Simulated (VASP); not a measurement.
# BN (F-43m) in VASP: a series of runs, part 3 of 3

VASP 6.6.1. Earlier steps stand in the parts before.

### 6 Vibrations by perturbation theory, LDA

This run uses another cell than the first one, of 5.42 Å³/atom, 0.957 times its volume.

INCAR

```
SYSTEM = BN
  PREC = Accurate
  ENCUT = 520
  EDIFF = 1E-8
  ISMEAR = 0
  SIGMA = 0.01
  LREAL = .FALSE.
  LASPH = .TRUE.
  NELM = 60
  ALGO = Normal
  ISIF = 2
  LWAVE = .FALSE.
  LCHARG = .FALSE.
  IBRION = 8
  NSW = 1
  LEPSILON = .TRUE.
```

KPOINTS

```
Automatic mesh
0
G
  12 12 12
  0 0 0
```

POSCAR

```
BN
1.0
    0.0000000000      1.7570803155      1.7570803155
    1.7570803155      0.0000000000      1.7570803155
    1.7570803155      1.7570803155      0.0000000000
B N
1 1
Direct
    0.0000000000      0.0000000000      0.0000000000
    0.7500000000      0.7500000000      0.7500000000
```

Potentials or basis: VASP PAW LDA potentials, release 64 (B, N).

The run is started by

```bash
$ cat potpaw_LDA.64/B/POTCAR potpaw_LDA.64/N/POTCAR > POTCAR
$ mpirun -np 1 vasp_std > vasp.out
```

OUTCAR:

```text
SYSTEM = BN
   PREC = Accurate
   ENCUT = 520
   EDIFF = 1E-8
   ISMEAR = 0
   LREAL = .FALSE.
   LASPH = .TRUE.
   NELM = 60
   ISIF = 2
   IBRION = 8
   NSW = 1
   LEPSILON = .TRUE.

 ion  position               nearest neighbor table
   1  0.000  0.000  0.000-   2 1.52   2 1.52   2 1.52   2 1.52
   2  0.750  0.750  0.750-   1 1.52   1 1.52   1 1.52   1 1.52

  LATTYP: Found a face centered cubic cell.
 ALAT       =     3.5141606310

  Lattice vectors:

 A1 = (   0.0000000000,   1.7570803155,   1.7570803155)
 A2 = (   1.7570803155,   0.0000000000,   1.7570803155)
 A3 = (   1.7570803155,   1.7570803155,   0.0000000000)

Analysis of symmetry for initial positions (statically):
=====================================================================
 Subroutine PRICEL returns:
 Original cell was already a primitive cell.

 Routine SETGRP: Setting up the symmetry group for a
 face centered cubic supercell.

 Subroutine GETGRP returns: Found 24 space group operations
 (whereof 24 operations were pure point group operations)
 out of a pool of 48 trial point group operations.

The static configuration has the point symmetry T_d .

Analysis of symmetry for dynamics (positions and initial velocities):
=====================================================================
 Subroutine PRICEL returns:
 Original cell was already a primitive cell.

 Routine SETGRP: Setting up the symmetry group for a
 face centered cubic supercell.

 Subroutine GETGRP returns: Found 24 space group operations
 (whereof 24 operations were pure point group operations)
 out of a pool of 48 trial point group operations.

The dynamic configuration has the point symmetry T_d .

 Subroutine INISYM returns: Found 24 space group operations
 (whereof 24 operations are pure point group operations),
 and found     1 'primitive' translations

----------------------------------------------------------------------------------------

                                     Primitive cell

  volume of cell :      10.8494

  direct lattice vectors                    reciprocal lattice vectors
     0.000000000  1.757080316  1.757080316    -0.284562974  0.284562974  0.284562974
     1.757080316  0.000000000  1.757080316     0.284562974 -0.284562974  0.284562974
     1.757080316  1.757080316  0.000000000     0.284562974  0.284562974 -0.284562974

  length of vectors
     2.484886812  2.484886812  2.484886812     0.492877529  0.492877529  0.492877529

  position of ions in fractional coordinates (direct lattice)
     0.000000000  0.000000000  0.000000000
     0.750000000  0.750000000  0.750000000

  ion indices of the primitive-cell ions
[... 452 lines left out ...]
    -0.00051  1.02930  0.00000
     1.02930 -0.00051  0.00000
     0.00000  0.00000  0.00041

--------------------------------------- Ionic step        4  -------------------------------------------

------------------------ aborting loop because EDIFF is reached ----------------------------------------

[... ionic steps 5 to 6 ...]

--------------------------------------- Ionic step        7  -------------------------------------------

 Free energy of the ion-electron system (eV)
  ---------------------------------------------------
  ---------------------------------------------------
  free energy    TOTEN  =        -0.22829608 eV

  energy without entropy =       -0.22829608

------------------------ aborting loop because EDIFF is reached ----------------------------------------

 INTERNAL STRAIN TENSOR  FOR ION    2  DIRECTION 1   (eV/Angst):
 -----------------------------------------------------------------------------
     0.01251  0.00000  0.00000
     0.00000 -0.00496  5.92801
     0.00000  5.92801 -0.00496

 MACROSCOPIC STATIC DIELECTRIC TENSOR (including local field effects in DFT)
 ------------------------------------------------------
           4.518433     0.000000     0.000000
           0.000000     4.518433     0.000000
           0.000000    -0.000000     4.518433
 ------------------------------------------------------

 PIEZOELECTRIC TENSOR (including local field effects)  for field in x, y, z        (e  Angst)
          XX          YY          ZZ          XY          YZ          ZX
  --------------------------------------------------------------------------------
  x    -0.00000    -0.00000    -0.00000     0.00000     0.69770     0.00000
  y     0.00000     0.00000     0.00000     0.00000     0.00000     0.69770
  z    -0.00000    -0.00000     0.00000     0.69770     0.00000     0.00000

 PIEZOELECTRIC TENSOR (including local field effects)  for field in x, y, z        (C/m^2)
          XX          YY          ZZ          XY          YZ          ZX
  --------------------------------------------------------------------------------
  x    -0.00000    -0.00000    -0.00000     0.00000     1.03033     0.00000
  y     0.00000     0.00000     0.00000     0.00000     0.00000     1.03033
  z    -0.00000    -0.00000     0.00000     1.03033     0.00000     0.00000

 BORN EFFECTIVE CHARGES (including local field effects) (in |e|, cummulative output)
 ---------------------------------------------------------------------------------
 ion    1
    1     1.84593     0.00000     0.00000
    2    -0.00000     1.84593     0.00000
    3     0.00000     0.00000     1.84593
 ion    2
    1    -1.84593     0.00000     0.00000
    2     0.00000    -1.84593    -0.00000
    3     0.00000     0.00000    -1.84593

 INTERNAL STRAIN TENSOR FOR ION    2 for displacements in x,y,z  (eV/Angst):
          X           Y           Z          XY          YZ          ZX
  --------------------------------------------------------------------------------
  x     0.00000    -0.00000    -0.00000     0.00000     5.92801     0.00000
  y     0.00000     0.00000     0.00000     0.00000     0.00000     5.92801
  z    -0.00000    -0.00000     0.00000     5.92801     0.00000     0.00000

 SECOND DERIVATIVES (NOT SYMMETRIZED)
 ------------------------------------
               1X          1Y          1Z          2X          2Y          2Z
  1X   -29.434661    0.000000    0.000000   29.434661    0.000000    0.000000
  1Y     0.000000  -29.434661    0.000000    0.000000   29.434661    0.000000
  1Z     0.000000    0.000000  -29.434661    0.000000    0.000000   29.434661
  2X    29.432882    0.000000    0.000000  -29.432882    0.000000    0.000000
  2Y     0.000000   29.432882    0.000000    0.000000  -29.432882    0.000000
  2Z     0.000000    0.000000   29.432882    0.000000    0.000000  -29.432882

 Eigenvectors and eigenvalues of the dynamical matrix
 ----------------------------------------------------

   1 f  =   34.339419 THz   215.760935 2PiTHz 1145.439736 cm-1   142.016363 meV
             X         Y         Z           dx          dy          dz
      0.000000  0.000000  0.000000     0.000000    0.751198    0.000000
      2.635620  2.635620  2.635620     0.000000   -0.660077    0.000000
[... 21 lines left out ...]
   6 f/i=    0.000515 THz     0.003233 2PiTHz    0.017164 cm-1     0.002128 meV
             X         Y         Z           dx          dy          dz
      0.000000  0.000000  0.000000     0.000000    0.000000   -0.660077
      2.635620  2.635620  2.635620     0.000000    0.000000   -0.751198

--------------------------------------------------------------------------------------------------------

 MACROSCOPIC STATIC DIELECTRIC TENSOR IONIC CONTRIBUTION
 ------------------------------------------------------
           1.930831     0.000000    -0.000000
           0.000000     1.930831    -0.000000
          -0.000000    -0.000000     1.930831
 ------------------------------------------------------

 ELASTIC MODULI CONTR FROM IONIC RELAXATION (kBar)
 Direction    XX          YY          ZZ          XY          YZ          ZX
 --------------------------------------------------------------------------------
 XX          -0.0000     -0.0000      0.0000      0.0000     -0.0000     -0.0000
 YY          -0.0000     -0.0000     -0.0000      0.0000      0.0000     -0.0000
 ZZ           0.0000     -0.0000     -0.0000     -0.0000      0.0000     -0.0000
 XY           0.0000      0.0000     -0.0000   -171.0729      0.0000      0.0000
 YZ          -0.0000      0.0000      0.0000      0.0000   -171.0729     -0.0000
 ZX          -0.0000     -0.0000     -0.0000      0.0000     -0.0000   -171.0729
 --------------------------------------------------------------------------------

 PIEZOELECTRIC TENSOR IONIC CONTR  for field in x, y, z        (C/m^2)
          XX          YY          ZZ          XY          YZ          ZX
  --------------------------------------------------------------------------------
  x    -0.00000     0.00000     0.00000     0.00000    -0.54080    -0.00000
  y    -0.00000    -0.00000    -0.00000     0.00000    -0.00000    -0.54080
  z     0.00000     0.00000    -0.00000    -0.54080     0.00000     0.00000
```

OSZICAR:

```text
N       E                     dE             d eps       ncg     rms          rms(c)
DAV:   1     0.414885004957E+01    0.41489E+01   -0.53948E+03  1224   0.101E+03
DAV:   2    -0.205584065826E+02   -0.24707E+02   -0.23643E+02  1584   0.150E+02
DAV:   3    -0.206604958450E+02   -0.10209E+00   -0.10209E+00  1368   0.120E+01
DAV:   4    -0.206605530128E+02   -0.57168E-04   -0.57168E-04  1512   0.284E-01
[... 131 lines left out ...]
RMM:   7    -0.228296002087E+00    0.22766E-05   -0.72868E-08  7516   0.490E-04    0.587E-05
RMM:   8    -0.228296169259E+00   -0.16717E-06   -0.28282E-09  7107   0.514E-05    0.229E-05
RMM:   9    -0.228296092345E+00    0.76913E-07    0.36286E-09  7767   0.206E-05    0.860E-07
RMM:  10    -0.228296081155E+00    0.11190E-07    0.42096E-11  5710   0.142E-06    0.381E-07
RMM:  11    -0.228296082572E+00   -0.14167E-08    0.73254E-11  4389   0.967E-07    0.564E-08
 Linear response finished
```

It took 3.2 min on 1 thread of Intel Xeon 8259CL, shared host; peak memory 0.17 GiB.

What came out:

```
Electronic dielectric tensor (diagonal)                 : 4.52
Born charges (mean of the diagonal)                     : B +1.85; N -1.85 e
Highest phonon frequency at Γ, LO-TO splitting left out : 1145 cm⁻¹
```

Phonon frequencies in cm⁻¹ (negative: imaginary):
| q point | frequencies |
| --- | --- |
| (0.000, 0.000, 0.000) | 0 0 0 1145 1145 1145 |

Electronic dielectric tensor:
```
4.52 0.00 0.00
0.00 4.52 0.00
0.00 0.00 4.52
```

Born effective charge tensors (e):
atom 1, B
```
1.85 0.00 0.00
0.00 1.85 0.00
0.00 0.00 1.85
```
atom 2, N
```
-1.85  0.00  0.00
 0.00 -1.85  0.00
 0.00  0.00 -1.85
```

Caveat: the cell wasn't relaxed at this level first, which shifts response properties.
